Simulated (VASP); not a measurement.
Set up this calculation in VASP 6.6.1, as the native input.

| Property | Result |
| --- | --- |
| Task | single point |
| Functional | PBE |
| Potentials or basis | VASP PAW PBE potentials, release 64 (Mg) |
| Cutoff | 520 eV |
| k mesh | 16 × 16 × 16 |
| Occupations | fermi-dirac, width 0.08 eV |
| Spin | no spin polarisation |
| Dipole correction | no |
| Further INCAR settings | ALGO = Normal; EDIFF = 1e-07; NBANDS = 7 |

The structure of Mg lies in POSCAR:

```
Mg
1.0
    0.0000000000      2.2615414746      2.2615414746
    2.2615414746      0.0000000000      2.2615414746
    2.2615414746      2.2615414746      0.0000000000
Mg
1
Direct
    0.0000000000      0.0000000000      0.0000000000
```

One way to write it, as run:

INCAR

```
PREC     = Accurate       # precision mode
ENCUT    = 520            # plane-wave cutoff, eV
EDIFF    = 1E-7           # SCF threshold, eV
ISMEAR   = -1             # smearing method
SIGMA    = 0.08           # smearing width, eV
LREAL    = False          # projectors in reciprocal space
LASPH    = True           # aspherical terms in the spheres
NELM     = 60             # most SCF steps
ALGO     = Normal         # electronic algorithm
ISIF     = 2              # what is computed and relaxed
LWAVE    = False          # write WAVECAR
LCHARG   = False          # write CHGCAR
GGA      = PE             # functional
NBANDS   = 7              # bands
```

KPOINTS

```
Automatic mesh
0
Gamma
  16 16 16
```

Potentials or basis: VASP PAW PBE potentials, release 64 (Mg).

Command:

```sh
$ cat potpaw_PBE.64/Mg/POTCAR > POTCAR
$ mpirun -np 1 vasp_std > vasp.out
```

Results of the run:

The pressure is -0.1 GPa. The band gap on the k mesh is zero (band 1 reaches 4.02 eV, above the bottom of band 2 at 1.30 eV).

Wall time 22 s on 1 thread of Intel Xeon 8259CL (shared host), peak memory 0.15 GiB.
